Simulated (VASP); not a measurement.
A run of VASP 6.6.1 is set up as follows.

File INCAR:

```
SYSTEM = AlCu3
PREC     = Accurate       ! precision mode
ENCUT    = 520            ! plane-wave cutoff, eV
EDIFF    = 1E-7           ! SCF threshold, eV
ISMEAR   = 0              ! smearing method
SIGMA    = 0.15           ! smearing width, eV
LREAL    = .FALSE.        ! projectors in reciprocal space
LASPH    = .TRUE.         ! aspherical terms in the spheres
NELM     = 60             ! most SCF steps
ALGO     = Fast           ! electronic algorithm
ISIF     = 2              ! what is computed and relaxed
LWAVE    = .FALSE.        ! write WAVECAR
LCHARG   = .FALSE.        ! write CHGCAR
NBANDS   = 26             ! bands
```

The input KPOINTS:

```
Automatic mesh
0
G
  12 12 12
  0 0 0
```

POSCAR

```
AlCu3
1.0
    3.5890258340      0.0000000000      0.0000000000
    0.0000000000      3.5890258340      0.0000000000
    0.0000000000      0.0000000000      3.5890258340
Al Cu
1 3
Direct
    0.0000000000      0.0000000000      0.0000000000
    0.5000000000      0.4946503589      0.0000000000
    0.5000000000      0.0000000000      0.5000000000
    0.0000000000      0.5053496411      0.5000000000
```

Potentials or basis: VASP PAW LDA potentials, release 64 (Al, Cu).

Launch:

```console
$ cat potpaw_LDA.64/Al/POTCAR potpaw_LDA.64/Cu/POTCAR > POTCAR
$ mpirun -np 1 vasp_std > vasp.out
```

Problem. Predict the band gap on the k mesh.

Solution. Zero (bands 18 and 19 overlap by 5.73 eV).

Problem. Estimate the largest force.

Solution. 0.126 eV/Å.

Problem. Predict the pressure.

Solution. 0.6 GPa.

Forces in eV/Å, atoms in the order of the input:
```
Al   0.000  0.000  0.000
Cu   0.000  0.126  0.000
Cu   0.000  0.000  0.000
Cu   0.000 -0.126  0.000
```

Caveat: the cell differs from its parent crystal (atoms displaced along a vibrational mode).
